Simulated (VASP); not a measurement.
The system is SnSe.

```
Sn Se
1.0
     4.39009    0.00000    0.00000
    -2.19504    3.80193    0.00000
     0.00000    0.00000    5.48731
Sn Se
2 2
Direct
  0.33333 0.66667 0.25000
  0.66667 0.33333 0.75000
  0.66667 0.33333 0.25000
  0.33333 0.66667 0.75000
```

| Quantity | Value |
| --- | --- |
| Program | VASP 6.6.1 |
| Task | relaxation of cell and atoms |
| Functional | PBE |
| Potentials or basis | VASP PAW PBE potentials, release 64 (Sn_d, Se) |
| Cutoff | 600 eV |
| k mesh | 6 × 6 × 4 |
| Occupations | fermi-dirac, width 0.02 eV |
| Spin | no spin polarisation |

At the start: pressure 34.4 GPa; volume 22.90 Å³/atom.

Task: Where does the relaxation end?

Result: Over 7 steps the energy falls by 898.9 meV/atom and the volume is 34.50 Å³/atom (+50.7 %); space group P6_3/mmc (No. 194, to 0.1 Å) before and after.

Step by step:
```
step  energy change (eV)  largest force (eV/Å)  pressure (GPa)  volume (Å³)
   1              0.0000                0.0000           34.42        91.59
   2             -2.8879                0.0000           -5.24       173.24
   3             -3.5943                0.0000            0.34       136.78
   4             -3.5954                0.0000           -0.10       138.38
   5             -3.5956                0.0000            0.00       138.00
   6             -3.5956                0.0000            0.01       137.97
   7             -3.5956                0.0000            0.00       138.01
```

Final structure:
```
CELL_PARAMETERS angstrom
5.10078 0.00000 0.00000
-2.55039 4.41741 0.00000
0.00000 0.00000 6.12509
ATOMIC_POSITIONS crystal
Sn 0.33333 0.66667 0.25000
Sn 0.66667 0.33333 0.75000
Se 0.66667 0.33333 0.25000
Se 0.33333 0.66667 0.75000
```

Caveat: the volume moved by over 15 % at a fixed basis, so the end points are rough.
